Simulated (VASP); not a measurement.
## MgS: single point with PBE

Crystal: MgS.

```
Mg S
1.0
     0.00000    2.60152    2.60152
     2.45583    0.00000    2.60152
     2.45583    2.60152    0.00000
Mg S
1 1
Direct
  0.00000 0.00000 0.00000
  0.50000 0.50000 0.50000
```

This cell differs from its parent crystal: uniaxial x strain -5.6%.

```
Program                : VASP 6.6.1
Task                   : single point
Functional             : PBE
Potentials or basis    : VASP PAW PBE potentials, release 64 (Mg, S)
Cutoff                 : 520 eV
k mesh                 : 8 × 8 × 8
Occupations            : fermi-dirac, width 0.02 eV
Spin                   : no spin polarisation
Dipole correction      : no
Further INCAR settings : ALGO = Normal; EDIFF = 1e-06; NBANDS = 11
```

| Item | Value |
| --- | --- |
| Pressure | 6.6 GPa |
| Band gap on the k mesh | 2.64 eV (least direct gap 4.09 eV) |

Stress tensor (GPa, compression positive):
```
12.58  0.00  0.00
 0.00  3.61  0.00
 0.00  0.00  3.61
```

Levels at points of the mesh, in eV from the valence-band top:
```
           k point  band 1  band 2  band 3  band 4  band 5  band 6  band 7  band 8  band 9
(0.00, 0.00, 0.00)  -13.10   -0.27    0.00    0.00    4.09    7.64    7.64    8.26    9.91
(0.50, 0.00, 0.00)  -11.64   -5.23   -0.84   -0.67    4.50    6.57    7.31   10.69   12.39
(0.50, 0.50, 0.00)  -11.30   -4.62   -2.05   -1.55    2.95    4.22   12.28   12.78   13.20
(0.00, 0.50, 0.50)  -11.08   -4.52   -2.09   -2.09    2.64    3.99   12.87   13.02   13.66
```

It took 12 s on 1 thread of Intel(R) Xeon(R) Platinum 8559C (Emerald Rapids) (shared host), peak memory 0.16 GiB.

Caveat: the cell differs from its parent crystal (uniaxial x strain -5.6%); the stress differs along the axes, from 4 to 13 GPa. A k mesh can miss the band edges.
